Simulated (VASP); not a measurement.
Write the native input for VASP 6.6.1 that does the following.

```
Task                   : single point
Functional             : PBEsol
Potentials or basis    : VASP PAW PBE potentials, release 64 (As)
Cutoff                 : 520 eV
k mesh                 : 9 × 9 × 9
Occupations            : fermi-dirac, width 0.1 eV
Spin                   : no spin polarisation
Dipole correction      : no
Further INCAR settings : ALGO = Normal; EDIFF = 1e-06; NBANDS = 12
```

The structure of As lies in POSCAR:

```
As
1.0
    1.8424025153      1.0637115881      3.4423263150
   -1.8424025153      1.0637115881      3.4423263150
    0.0000000000     -2.1274231763      3.4423263150
As
2
Direct
    0.2260000000      0.2260000000      0.2260000000
    0.7740000000      0.7740000000      0.7740000000
```

This cell differs from its parent crystal: volume scaled by 0.94.

One way to write it, as run:

INCAR

```
PREC     = Accurate       # precision mode
ENCUT    = 520            # plane-wave cutoff, eV
EDIFF    = 1E-6           # SCF threshold, eV
ISMEAR   = -1             # smearing method
SIGMA    = 0.1            # smearing width, eV
LREAL    = False          # projectors in reciprocal space
LASPH    = True           # aspherical terms in the spheres
NELM     = 80             # most SCF steps
ALGO     = Normal         # electronic algorithm
ISIF     = 2              # what is computed and relaxed
LWAVE    = False          # write WAVECAR
LCHARG   = False          # write CHGCAR
GGA      = PS             # functional
NBANDS   = 12             # bands
```

KPOINTS

```
regular mesh
0
Gamma
  9 9 9
```

Potentials or basis: VASP PAW PBE potentials, release 64 (As).

The run is started by

```bash
$ cat potpaw_PBE.64/As/POTCAR > POTCAR
$ mpirun -np 1 vasp_std > vasp.out
```

It gave:

```json
{
 "Pressure": "6.3 GPa",
 "Largest force": "0.921 eV/Å",
 "Band gap on the k mesh": "zero (band 5 reaches 6.15 eV, above the bottom of band 6 at 5.98 eV)"
}
```

Caveat: the PAW data sets were made with another functional, which shifts forces and pressure a little.

Run time: 57 s on 1 thread of Intel Xeon 6975P-C, on a shared host, peak memory 0.15 GiB.
